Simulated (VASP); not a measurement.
# SnO (Pmn2_1) in VASP: further runs, part 2 of 3

VASP 6.6.1. The steps go on from the part before.

**4. Relaxation of shape and atoms at fixed volume, PBEsol+D3(BJ) (15.76 Å³/atom)**

This run uses another cell than the first one, of 15.76 Å³/atom.

Input file INCAR:

```
SYSTEM = SnO
PREC = Accurate
ENCUT = 600
EDIFF = 1E-7
ISMEAR = 0
SIGMA = 0.02
LREAL = .FALSE.
LASPH = .TRUE.
NELM = 100
ALGO = Normal
ISIF = 4
LWAVE = .FALSE.
LCHARG = .FALSE.
GGA = PS
IVDW = 12
IBRION = 2
NSW = 50
EDIFFG = -0.01
```

Input file KPOINTS:

```
Automatic mesh
0
G
  8 6 8
  0 0 0
```

Input file POSCAR:

```
SnO
1.0
    3.2556339148      0.0000000000      0.0000000000
    0.0000000000      5.4976383900      0.0000000000
    0.0000000000      0.0000000000      3.5211840564
Sn O
2 2
Direct
    0.0000000000      0.2455838965      0.5476894370
    0.5000000000      0.7544161035      0.0476894370
    0.0000000000      0.8745722349      0.7023115630
    0.5000000000      0.1254277651      0.2023115630
```

Potentials or basis: VASP PAW PBE potentials, release 64 (Sn_d, O).

The run is started by

```sh
> cat potpaw_PBE.64/Sn_d/POTCAR potpaw_PBE.64/O/POTCAR > POTCAR
> mpirun -np 1 vasp_std > vasp.out
```

OUTCAR:

```text
SYSTEM = SnO
   PREC = Accurate
   ENCUT = 600
   EDIFF = 1E-7
   ISMEAR = 0
   LREAL = .FALSE.
   LASPH = .TRUE.
   NELM = 100
   ISIF = 4
   GGA = PS
   IVDW = 12
   IBRION = 2
   NSW = 50
   EDIFFG = -0.01
 IVDW          = 12

 ion  position               nearest neighbor table
   1  0.000  0.246  0.548-   3 2.11   4 2.14   4 2.14   2 3.61   2 3.61   2 3.61   2 3.61   2 3.68
                             2 3.68   2 3.68   2 3.68
   2  0.500  0.754  0.048-   4 2.11   3 2.14   3 2.14   1 3.61   1 3.61   1 3.61   1 3.61   1 3.68
                             1 3.68   1 3.68   1 3.68
   3  0.000  0.875  0.702-   1 2.11   2 2.14   2 2.14
   4  0.500  0.125  0.202-   2 2.11   1 2.14   1 2.14

  LATTYP: Found a simple orthorhombic cell.
 ALAT       =     3.2556339148
 B/A-ratio  =     1.0815663396
 C/A-ratio  =     1.6886537411

  Lattice vectors:

 A1 = (  -3.2556339148,   0.0000000000,   0.0000000000)
 A2 = (   0.0000000000,   0.0000000000,   3.5211840564)
 A3 = (   0.0000000000,   5.4976383900,   0.0000000000)

Analysis of symmetry for initial positions (statically):
=====================================================================
 Subroutine PRICEL returns:
 Original cell was already a primitive cell.

 Routine SETGRP: Setting up the symmetry group for a
 simple orthorhombic supercell.

 Subroutine GETGRP returns: Found  4 space group operations
 (whereof  2 operations were pure point group operations)
 out of a pool of  8 trial point group operations.

The static configuration has the point symmetry C_1h.
 The point group associated with its full space group is C_2v.

Analysis of symmetry for dynamics (positions and initial velocities):
=====================================================================
 Subroutine PRICEL returns:
 Original cell was already a primitive cell.

 Routine SETGRP: Setting up the symmetry group for a
 simple orthorhombic supercell.

 Subroutine GETGRP returns: Found  4 space group operations
 (whereof  2 operations were pure point group operations)
 out of a pool of  8 trial point group operations.

The dynamic configuration has the point symmetry C_1h.
 The point group associated with its full space group is C_2v.

 Subroutine INISYM returns: Found  4 space group operations
 (whereof  2 operations are pure point group operations),
 and found     1 'primitive' translations

----------------------------------------------------------------------------------------

                                     Primitive cell

  volume of cell :      63.0232

  direct lattice vectors                    reciprocal lattice vectors
     3.255633915  0.000000000  0.000000000     0.307159842  0.000000000  0.000000000
     0.000000000  5.497638390  0.000000000     0.000000000  0.181896285  0.000000000
     0.000000000  0.000000000  3.521184056     0.000000000  0.000000000  0.283995379

  length of vectors
     3.255633915  5.497638390  3.521184056     0.307159842  0.181896285  0.283995379

  position of ions in fractional coordinates (direct lattice)
     0.000000000  0.245583897  0.547689437
     0.500000000  0.754416103  0.047689437
     0.000000000  0.874572235  0.702311563
     0.500000000  0.125427765  0.202311563

  ion indices of the primitive-cell ions
   primitive index   ion index
                 1           1
                 2           2
                 3           3
                 4           4

----------------------------------------------------------------------------------------
[... 24 lines left out ...]

 Following reciprocal coordinates:
            Coordinates               Weight
  0.000000  0.000000  0.000000      1.000000
  0.125000  0.000000  0.000000      2.000000
  0.250000  0.000000  0.000000      2.000000
  0.375000  0.000000  0.000000      2.000000
  0.500000  0.000000  0.000000      1.000000
  0.000000  0.166667  0.000000      2.000000
[... 16 lines left out ...]
  0.250000  0.000000  0.125000      4.000000
  0.375000  0.000000  0.125000      4.000000
 [... further k-points ...]
   k-points           NKPTS =    100   k-points in BZ     NKDIM =    100   number of bands    NBANDS=     24
   number of dos      NEDOS =    301   number of ions     NIONS =      4
   total plane-waves  NPLWV =  37632
   dimension x,y,z NGX =    28 NGY =   48 NGZ =   28
   dimension x,y,z NGXF=    56 NGYF=   96 NGZF=   56
   ions per type =               2   2
   NGX,Y,Z   is equivalent  to a cutoff of  14.30, 14.51, 13.22 a.u.
   NGXF,Y,Z  is equivalent  to a cutoff of  28.60, 29.03, 26.44 a.u.
 SYSTEM =  SnO
   PREC   = accura    normal or accurate (medium, high low for compatibility)
   ISTART =      0    job   : 0-new  1-cont  2-samecut
   ICHARG =      2    charge: 1-file 2-atom 10-const
   ISPIN  =      1    spin polarized calculation?
   LNONCOLLINEAR =      F non collinear calculations
   LSORBIT =      F    spin-orbit coupling
   LASPH  =      T    aspherical Exc in radial PAW
   ENCUT  =  600.0 eV  44.10 Ry    6.64 a.u.   6.50 10.98  7.03*2*pi/ulx,y,z
   NELM   =    100;   NELMIN=  2; NELMDL= -5     # of ELM steps
   EDIFF  = 0.1E-06   stopping-criterion for ELM
   LREAL  =      F    real-space projection
   EDIFFG = -.1E-01   stopping-criterion for IOM
   NSW    =     50    number of steps for IOM
   IBRION =      2    ionic relax: 0-MD 1-quasi-New 2-CG
   NFREE  =      1    steps in history (QN), initial steepest desc. (CG)
   ISIF   =      4    stress and relaxation
   ISYM   =      2    0-nonsym 1-usesym 2-fastsym
   POTIM  = 0.5000    time-step for ionic-motion
   TEBEG  =    0.0;   TEEND  =   0.0 temperature during run
   PSTRESS=    0.0 pullay stress
   NELECT =      40.0000    total number of electrons
   NUPDOWN=      -1.0000    fix difference up-down
   EMIN   =  10.00;   EMAX   =-10.00  energy-range for DOS
   EFERMI =   0.00;   METHOD = LEGACY
   ISMEAR =     0;   SIGMA  =   0.02  broadening in eV -4-tet -1-fermi 0-gaus
   EFERMI_NEDOS =   21; number of points for ismear=-14 and -15
   IALGO  =     38    algorithm
   IMIX   =      4    mixing-type and parameters
     AMIX     =   0.40;   BMIX     =  1.00
     AMIX_MAG =   1.60;   BMIX_MAG =  1.00
  volume/ion in A,a.u.               =      15.76       106.33
  Fermi-wavevector in a.u.,A,eV,Ry     =   1.406894  2.658644 26.930697  1.979350
  Thomas-Fermi vector in A             =   2.529208
   LORBIT       =      0    0 simple, 1 ext, 2 COOP (PROOUT), +10 PAW based schemes
   GGA     = PS    functional components
   LHFCALC =     F    Hartree Fock is set to
   AEXX    =    0.0000 exact exchange contribution
   IVDW    =    12    specifies the selected vdW correction
   LEPSILON=     F    determine dielectric tensor
   LRPA    =     F    only Hartree local field effects (RPA)
 conjugate gradient relaxation of ions
 non-spin polarized calculation
 Gauss-broadening in eV      SIGMA  =   0.02
  energy-cutoff  :      600.00
  volume of cell :       63.02
 maximum number of plane-waves:      2128
 NGX is ok and might be reduce to    28
   NGX = 13   NGY = 21   NGZ = 15

--------------------------------------- Ionic step        1  -------------------------------------------

 number of electron      39.9999990 magnetization

 Free energy of the ion-electron system (eV)
  ---------------------------------------------------
  ext. energy  EPLUGINS =         0.00000000
  ---------------------------------------------------
  free energy    TOTEN  =       -23.69302820 eV

  energy without entropy =      -23.69302820  energy(sigma->0) =      -23.69302820

------------------------ aborting loop because EDIFF is reached ----------------------------------------

 Edisp (eV)   -0.96047

 E8    (eV) :    -0.6354
[... 111 lines left out ...]
  FREE ENERGIE OF THE ION-ELECTRON SYSTEM (eV)
  ---------------------------------------------------
  free  energy   TOTEN  =       -24.6718320800 eV

  energy  without entropy=      -24.6718320800  energy(sigma->0) =      -24.67183208

[... ionic steps 4 to 8 ...]

--------------------------------------- Ionic step        9  -------------------------------------------

 number of electron      39.9999990 magnetization

------------------------ aborting loop because EDIFF is reached ----------------------------------------
[... 79 lines left out ...]
--------------------------------------- Ionic step       11  -------------------------------------------

 number of electron      39.9999991 magnetization

 Free energy of the ion-electron system (eV)
  ---------------------------------------------------
  ext. energy  EPLUGINS =         0.00000000
  ---------------------------------------------------
  free energy    TOTEN  =       -23.71503773 eV

  energy without entropy =      -23.71503773  energy(sigma->0) =      -23.71503773

 E-fermi :   7.8035     XC(G=0): -11.1487

 val. band max:        7.6612122808   @ k =   0.0000   0.0000   0.0000
 cond. band min:       8.5260893884   @ k =   0.3750   0.5000   0.0000
 fundamental gap:      0.8648771077
 Fermi energy:         7.8035012860

 k-point     1 :       0.0000    0.0000    0.0000
  band No.  band energies     occupation
      1     -13.7768      2.00000
      2     -13.4519      2.00000
      3     -13.4308      2.00000
      4     -13.2938      2.00000
      5     -13.2881      2.00000
      6     -13.2588      2.00000
[... 637 lines left out ...]
     23      12.8284      0.00000
     24      12.8592      0.00000

 [... further k-points ...]

------------------------ aborting loop because EDIFF is reached ----------------------------------------

 Edisp (eV)   -0.96048

 E8    (eV) :    -0.6354
[... 27 lines left out ...]
  FREE ENERGIE OF THE ION-ELECTRON SYSTEM (eV)
  ---------------------------------------------------
  free  energy   TOTEN  =       -24.6755153317 eV

  energy  without entropy=      -24.6755153317  energy(sigma->0) =      -24.67551533

 reached required accuracy - stopping structural energy minimisation
```

OSZICAR:

```text
N       E                     dE             d eps       ncg     rms          rms(c)
DAV:   1     0.437440313475E+03    0.43744E+03   -0.22932E+04  4848   0.291E+03
DAV:   2     0.343763481958E+02   -0.40306E+03   -0.39662E+03  5136   0.629E+02
DAV:   3    -0.245794283368E+02   -0.58956E+02   -0.58364E+02  5856   0.207E+02
[... 97 lines left out ...]
DAV:   2    -0.237150625056E+02   -0.19596E-03   -0.25215E-03  6112   0.525E-01    0.334E-02
DAV:   3    -0.237150454110E+02    0.17095E-04   -0.99738E-05  6824   0.960E-02    0.203E-02
DAV:   4    -0.237150377525E+02    0.76585E-05   -0.15406E-05  7896   0.516E-02    0.586E-03
DAV:   5    -0.237150377473E+02    0.52523E-08   -0.44310E-06  6912   0.186E-02    0.205E-03
DAV:   6    -0.237150377299E+02    0.17397E-07   -0.24385E-07  4104   0.487E-03
  11 F= -.24675515E+02 E0= -.24675515E+02  d E =-.106549E-03
```

CONTCAR:

```text
SnO
   1.00000000000000
     3.2779019292921099    0.0000000000000000    0.0000000000000000
     0.0000000000000000    5.5323795945056968    0.0000000000000000
     0.0000000000000000    0.0000000000000000    3.4753018740059760
  Sn              O
     2     2
Direct
     0.0000000000000000    0.2486512021497390    0.5555842864867000
     0.5000000000000000    0.7513487978502610    0.0555842864867000
     0.0000000000000000    0.8725556779954987    0.6944167135133046
     0.5000000000000000    0.1274443220045012    0.1944167135133045

  0.00000000E+00  0.00000000E+00  0.00000000E+00
  0.00000000E+00  0.00000000E+00  0.00000000E+00
  0.00000000E+00  0.00000000E+00  0.00000000E+00
  0.00000000E+00  0.00000000E+00  0.00000000E+00
```

Wall time 12 min (1 thread of Intel Xeon Platinum 8488C (Sapphire Rapids), shared host); peak memory 0.31 GiB.

Results:

* Free energy: -24.6755 eV
* Energy gained by relaxing: 5.5 meV/atom
* Ionic steps: 11
* Pressure after relaxing: 2.2 GPa
* Largest force after relaxing: 0.008 eV/Å
* Band gap on the k mesh: 0.86 eV (least direct gap 1.57 eV)
* Dispersion energy per atom: -0.240 eV

Forces on the atoms (eV/Å):
```
Sn   0.000  0.008  0.001
Sn   0.000 -0.008  0.001
O    0.000 -0.007 -0.001
O    0.000  0.007 -0.001
```

The path:
```csv
step,energy change (eV),largest force (eV/Å),pressure (GPa),volume (Å³)
1,0.0000,0.5730,5.04,63.02
2,-0.0183,0.0711,2.59,63.02
3,-0.0183,0.0748,2.55,63.02
4,-0.0197,0.0601,2.41,63.02
5,-0.0199,0.0802,2.33,63.02
6,-0.0209,0.0326,2.23,63.02
7,-0.0212,0.0288,2.13,63.02
8,-0.0216,0.0286,2.14,63.02
9,-0.0219,0.0286,2.18,63.02
10,-0.0220,0.0315,2.15,63.02
11,-0.0220,0.0079,2.16,63.02
```

Final structure:
```xyz
4
Lattice="3.2779 0.0000 0.0000 0.0000 5.5324 0.0000 0.0000 0.0000 3.4753" Properties=species:S:1:pos:R:3 pbc="T T T"
Sn    0.0000    1.3756    1.9308
Sn    1.6390    4.1567    0.1932
O     0.0000    4.8273    2.4133
O     1.6390    0.7051    0.6757
```

Levels at points of the mesh, in eV from the valence-band top:
```tsv
k point	band 17	band 18	band 19	band 20	band 21	band 22	band 23	band 24
(0.00, 0.00, 0.00)	-4.32	-2.97	-2.66	0.00	3.16	4.28	6.76	7.38
(0.50, 0.00, 0.00)	-3.17	-3.17	-1.41	-1.41	2.32	2.32	6.07	6.07
(0.00, 0.50, 0.00)	-3.93	-3.03	-2.48	-2.00	3.07	5.16	5.67	6.40
(0.50, 0.50, 0.00)	-3.08	-3.08	-1.69	-1.69	2.09	2.09	6.26	6.26
(0.00, 0.00, 0.50)	-3.45	-3.45	-1.39	-1.39	2.20	2.20	6.07	6.07
(0.50, 0.00, 0.50)	-4.29	-4.29	-1.96	-1.96	1.82	1.82	4.79	4.79
(0.00, 0.50, 0.50)	-3.44	-3.44	-1.82	-1.82	2.03	2.03	6.00	6.00
(0.50, 0.50, 0.50)	-4.67	-4.67	-0.82	-0.82	1.95	1.95	4.19	4.19
```

Caveat: the PAW data sets were made with another functional, which shifts forces and pressure a little; spin-orbit coupling is left out, which moves the levels of the heavy elements. A k mesh can miss the band edges.

**5. Relaxation of shape and atoms at fixed volume, PBEsol+D3(BJ) (16.26 Å³/atom)**

This run uses another cell than the first one, of 16.26 Å³/atom.

Input file INCAR:

```
SYSTEM = SnO
PREC = Accurate
ENCUT = 600
EDIFF = 1E-6
ISMEAR = 0
SIGMA = 0.02
LREAL = .False.
LASPH = .True.
NELM = 60
ALGO = Normal
ISIF = 4
LWAVE = .False.
LCHARG = .False.
GGA = PS
IVDW = 12
IBRION = 2
NSW = 50
EDIFFG = -0.01
```

Input file KPOINTS:

```
regular mesh
0
Gamma
  8 6 8
  0 0 0
```

Input file POSCAR:

```
SnO
1.0
    3.2665157201      0.0000000000      0.0000000000
    0.0000000000      5.5410626865      0.0000000000
    0.0000000000      0.0000000000      3.5930770136
Sn O
2 2
Direct
    0.0000000000      0.2426998134      0.5421031601
    0.5000000000      0.7573001866      0.0421031601
    0.0000000000      0.8768136142      0.7078978399
    0.5000000000      0.1231863858      0.2078978399
```

The run is started by

```sh
> cat potpaw_PBE.64/Sn_d/POTCAR potpaw_PBE.64/O/POTCAR > POTCAR
> mpirun -np 1 vasp_std > vasp.out
```

It took 11 min on 1 thread of Intel Xeon Platinum 8488C (Sapphire Rapids), shared host; peak memory 0.31 GiB.

It converged, with:

* Free energy: -24.6958 eV
* Energy gained by relaxing: 5.4 meV/atom
* Ionic steps: 11
* Pressure after relaxing: 0.9 GPa
* Largest force after relaxing: 0.009 eV/Å
* Band gap on the k mesh: 0.92 eV (least direct gap 1.58 eV)
* Dispersion energy per atom: -0.232 eV

Forces on the atoms (eV/Å):
```
Sn   0.000  0.008  0.005
Sn   0.000 -0.008  0.005
O    0.000 -0.006 -0.005
O    0.000  0.006 -0.005
```

Stress tensor (GPa, compression positive):
```
0.96 0.00 0.00
0.00 0.88 0.00
0.00 0.00 0.78
```

Step by step:
```
step  energy change (eV)  largest force (eV/Å)  pressure (GPa)  volume (Å³)
   1              0.0000                0.5573            3.61        65.03
   2             -0.0180                0.0672            1.32        65.03
   3             -0.0180                0.0661            1.19        65.03
   4             -0.0193                0.0625            1.07        65.03
   5             -0.0197                0.0817            0.96        65.03
   6             -0.0205                0.0266            0.84        65.03
   7             -0.0207                0.0237            0.75        65.03
   8             -0.0210                0.0275            0.79        65.03
   9             -0.0212                0.0375            0.87        65.03
  10             -0.0214                0.0092            0.86        65.03
  11             -0.0214                0.0089            0.87        65.03
```

Final structure:
```
CELL_PARAMETERS angstrom
3.28989 0.00000 0.00000
0.00000 5.56850 0.00000
0.00000 0.00000 3.54996
ATOMIC_POSITIONS crystal
Sn 0.00000 0.24587 0.54906
Sn 0.50000 0.75413 0.04906
O 0.00000 0.87449 0.70094
O 0.50000 0.12551 0.20094
```

Levels at points of the mesh, in eV from the valence-band top:
```tsv
k point	band 18	band 19	band 20	band 21	band 22	band 23
(0.00, 0.00, 0.00)	-2.89	-2.55	0.00	3.19	4.05	6.67
(0.50, 0.00, 0.00)	-3.07	-1.39	-1.39	2.36	2.36	6.00
(0.00, 0.50, 0.00)	-2.95	-2.33	-1.88	3.14	5.00	5.50
(0.50, 0.50, 0.00)	-3.00	-1.55	-1.55	2.05	2.05	6.29
(0.00, 0.00, 0.50)	-3.40	-1.40	-1.40	2.26	2.26	5.94
(0.50, 0.00, 0.50)	-4.13	-1.79	-1.79	1.90	1.90	4.75
(0.00, 0.50, 0.50)	-3.40	-1.74	-1.74	2.00	2.00	5.99
(0.50, 0.50, 0.50)	-4.49	-0.73	-0.73	2.04	2.04	4.20
```

Caveat: the PAW data sets were made with another functional, which shifts forces and pressure a little; spin-orbit coupling is left out, which moves the levels of the heavy elements. A k mesh can miss the band edges.

[end of part 2 of 3]
